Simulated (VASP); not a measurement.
Write the native input for VASP 6.6.1 that does the following.

```
Task                   : single point
Functional             : LDA
Potentials or basis    : VASP PAW LDA potentials, release 64 (Pt)
Cutoff                 : 520 eV
k mesh                 : 19 × 19 × 19
Occupations            : fermi-dirac, width 0.1 eV
Spin                   : no spin polarisation
Dipole correction      : no
Further INCAR settings : ALGO = Normal; EDIFF = 1e-06; NBANDS = 11
```

The structure of Pt lies in POSCAR:

```
Pt
1.0
   -1.3775437335      1.3775437335      1.3775437335
    1.3775437335     -1.3775437335      1.3775437335
    1.3775437335      1.3775437335     -1.3775437335
Pt
1
Direct
    0.0000000000      0.0000000000      0.0000000000
```

This cell differs from its parent crystal: volume scaled by 0.7.

These files were run (other wordings do the same):

INCAR

```
SYSTEM = Pt
PREC     = Accurate       ! precision mode
ENCUT    = 520            ! plane-wave cutoff, eV
EDIFF    = 1E-6           ! SCF threshold, eV
ISMEAR   = -1             ! smearing method
SIGMA    = 0.1            ! smearing width, eV
LREAL    = .False.        ! projectors in reciprocal space
LASPH    = .True.         ! aspherical terms in the spheres
NELM     = 80             ! most SCF steps
ALGO     = Normal         ! electronic algorithm
ISIF     = 2              ! what is computed and relaxed
LWAVE    = .False.        ! write WAVECAR
LCHARG   = .False.        ! write CHGCAR
NBANDS   = 11             ! bands
```

KPOINTS

```
Automatic mesh
0
Gamma
  19 19 19
  0 0 0
```

Potentials or basis: VASP PAW LDA potentials, release 64 (Pt).

Launch:

```sh
$ cat potpaw_LDA.64/Pt/POTCAR > POTCAR
$ mpirun -np 1 vasp_std > vasp.out
```

It gave:

```yaml
Pressure: 266.6 GPa
Band_gap_on_the_k_mesh: zero (band 5 reaches 21.49 eV, above the bottom of band 6 at 17.05 eV)
```

Caveat: spin-orbit coupling is left out, which moves the levels of the heavy elements.

It took 7.9 s on 1 thread of Intel(R) Xeon(R) 6975P-C (Granite Rapids) (shared host), peak memory 0.14 GiB.
